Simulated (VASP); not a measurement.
# Ir (Pm-3m) in VASP: further runs, part 2 of 2

VASP 6.6.1. The steps go on from the part before.

### 3 Single point, LDA (14.86 Å³/atom)

This run uses another cell than the first one, of 14.86 Å³/atom.

Input file INCAR:

```
PREC = Accurate
ENCUT = 560
EDIFF = 1E-6
ISMEAR = -1
SIGMA = 0.1
LREAL = False
LASPH = True
NELM = 120
ALGO = Normal
ISIF = 2
LWAVE = False
LCHARG = False
GGA = CA
NBANDS = 14
GGA_COMPAT = False
```

Input file KPOINTS:

```
Automatic mesh
0
Gamma
  14 14 14
```

Input file POSCAR:

```
Ir
1.0
    2.4587469431      0.0000000000      0.0000000000
    0.0000000000      2.4587469431      0.0000000000
    0.0000000000      0.0000000000      2.4587469431
Ir
1
Direct
    0.0000000000      0.0000000000      0.0000000000
```

Potentials or basis: VASP PAW LDA potentials, release 64 (Ir_sv_GW).

Started as:

```sh
$ cat potpaw_LDA.64/Ir_sv_GW/POTCAR > POTCAR
$ mpirun -np 1 vasp_std > vasp.out
```

OUTCAR:

```text
PREC = Accurate
   ENCUT = 560
   EDIFF = 1E-6
   ISMEAR = -1
   LREAL = False
   LASPH = True
   NELM = 120
   ISIF = 2
   GGA = CA

 ion  position               nearest neighbor table
   1  0.000  0.000  0.000-

  LATTYP: Found a simple cubic cell.
 ALAT       =     2.4587469431

  Lattice vectors:

 A1 = (   2.4587469431,   0.0000000000,   0.0000000000)
 A2 = (   0.0000000000,   2.4587469431,   0.0000000000)
 A3 = (   0.0000000000,   0.0000000000,   2.4587469431)

Analysis of symmetry for initial positions (statically):
=====================================================================
 Subroutine PRICEL returns:
 Original cell was already a primitive cell.

 Routine SETGRP: Setting up the symmetry group for a
 simple cubic supercell.

 Subroutine GETGRP returns: Found 48 space group operations
 (whereof 48 operations were pure point group operations)
 out of a pool of 48 trial point group operations.

The static configuration has the point symmetry O_h .

[... 166 lines left out ...]
  band No.  band energies     occupation
      1     -80.6203      2.00000
      2     -37.1827      2.00000
      3     -37.1827      2.00000
      4     -37.1827      2.00000
      5       1.2768      2.00000
      6       4.4000      2.00000
      7       4.4000      2.00000
      8      13.2098      0.00000
      9      13.2098      0.00000
     10      13.2098      0.00000
     11      27.6744      0.00000
     12      27.6744      0.00000
     13      27.6744      0.00000
     14      34.7553      0.00000
[... 377 lines left out ...]
      1     -80.5188      2.00000
      2     -38.0618      2.00000
      3     -37.5435      2.00000
      4     -37.0631      2.00000
      5       4.8004      2.00000
      6       6.2307      2.00000
      7       7.8544      2.00000
      8      10.5131      1.99995
      9      11.2491      1.92414
     10      12.0719      0.01345
     11      20.7566      0.00000
     12      26.9475      0.00000
     13      30.1435      0.00000
     14      35.2526      0.00000

 [... further k-points ...]

------------------------ aborting loop because EDIFF is reached ----------------------------------------

  FORCE on cell =-STRESS in cart. coord.  units (eV):
  Direction    XX          YY          ZZ          XY          YZ          ZX
  --------------------------------------------------------------------------------------
  -------------------------------------------------------------------------------------
  Total        2.6440174      2.6440174      2.6440174     -0.0000000      0.0000000     -0.0000000
  in kB      284.9924795    284.9924795    284.9924795     -0.0000000      0.0000000     -0.0000000
  external PRESSURE =     284.9924795 kB  Pullay stress =       0.0000000 kB

 VOLUME and BASIS-vectors are now :
 -----------------------------------------------------------------------------
  energy-cutoff  :      560.00
  volume of cell :       14.86
      direct lattice vectors                 reciprocal lattice vectors
     2.458746943  0.000000000  0.000000000     0.406711233  0.000000000  0.000000000
     0.000000000  2.458746943  0.000000000     0.000000000  0.406711233  0.000000000
     0.000000000  0.000000000  2.458746943     0.000000000  0.000000000  0.406711233

 POSITION                                       TOTAL-FORCE (eV/Angst)
 -----------------------------------------------------------------------------------
      0.00000      0.00000      0.00000         0.000000      0.000000      0.000000
 -----------------------------------------------------------------------------------
    total drift:                               -0.000000     -0.000000     -0.000000

  FREE ENERGIE OF THE ION-ELECTRON SYSTEM (eV)
  ---------------------------------------------------
  free  energy   TOTEN  =        -9.7303394564 eV

  energy  without entropy=       -9.6922875007  energy(sigma->0) =       -9.71131348
```

OSZICAR:

```text
N       E                     dE             d eps       ncg     rms          rms(c)
DAV:   1     0.119824047442E+03    0.11982E+03   -0.11837E+04  3448   0.133E+03
DAV:   2    -0.885911412436E+01   -0.12868E+03   -0.12278E+03  4140   0.402E+02
DAV:   3    -0.106787527102E+02   -0.18196E+01   -0.18116E+01  3750   0.458E+01
DAV:   4    -0.106819497935E+02   -0.31971E-02   -0.31969E-02  4236   0.230E+00
DAV:   5    -0.106819574216E+02   -0.76281E-05   -0.76276E-05  3762   0.105E-01    0.868E+01
DAV:   6    -0.979301290145E+01    0.88894E+00   -0.12564E+00  3528   0.115E+01    0.463E+01
DAV:   7    -0.974619971862E+01    0.46813E-01   -0.30345E-01  3912   0.527E+00    0.833E+00
DAV:   8    -0.973055830783E+01    0.15641E-01   -0.56660E-02  3492   0.286E+00    0.705E-01
DAV:   9    -0.973044169413E+01    0.11661E-03   -0.72947E-04  3840   0.327E-01    0.475E-01
DAV:  10    -0.973034162115E+01    0.10007E-03   -0.22029E-04  3828   0.215E-01    0.319E-01
DAV:  11    -0.973033958319E+01    0.20380E-05   -0.44162E-06  3942   0.265E-02    0.854E-02
DAV:  12    -0.973033945641E+01    0.12678E-06   -0.19838E-07  1974   0.503E-03
   1 F= -.97303395E+01 E0= -.97113135E+01  d E =-.380520E-01
```

Wall time 15 s (1 thread of AMD EPYC 7R43 (Zen 3), shared host); peak memory 0.11 GiB.

What came out:

```yaml
Free_energy: -9.7303 eV
Pressure: 28.5 GPa
Band_gap_on_the_k_mesh: zero (an odd number of electrons rules out a gap without spin polarisation)
```

Levels at points of the mesh, in eV from the Fermi level:
| k point | band 4 | band 5 | band 6 | band 7 | band 8 | band 9 | band 10 | band 11 | band 12 | band 13 |
| --- | --- | --- | --- | --- | --- | --- | --- | --- | --- | --- |
| (0.00, 0.00, 0.00) | -48.76 | -10.30 | -7.17 | -7.17 | 1.64 | 1.64 | 1.64 | 16.10 | 16.10 | 16.10 |
| (0.50, 0.00, 0.00) | -48.65 | -7.08 | -6.30 | -1.81 | -1.81 | -1.33 | 1.99 | 7.10 | 15.69 | 20.23 |
| (0.50, 0.50, 0.00) | -48.56 | -7.81 | -5.53 | -1.15 | -1.15 | 4.16 | 4.75 | 4.75 | 13.51 | 15.28 |
| (0.50, 0.50, 0.50) | -49.62 | -6.31 | -6.31 | -6.31 | 4.40 | 4.40 | 8.51 | 11.96 | 11.96 | 11.96 |

Caveat: the cell stands under pressure; spin-orbit coupling is left out, which moves the levels of the heavy elements.
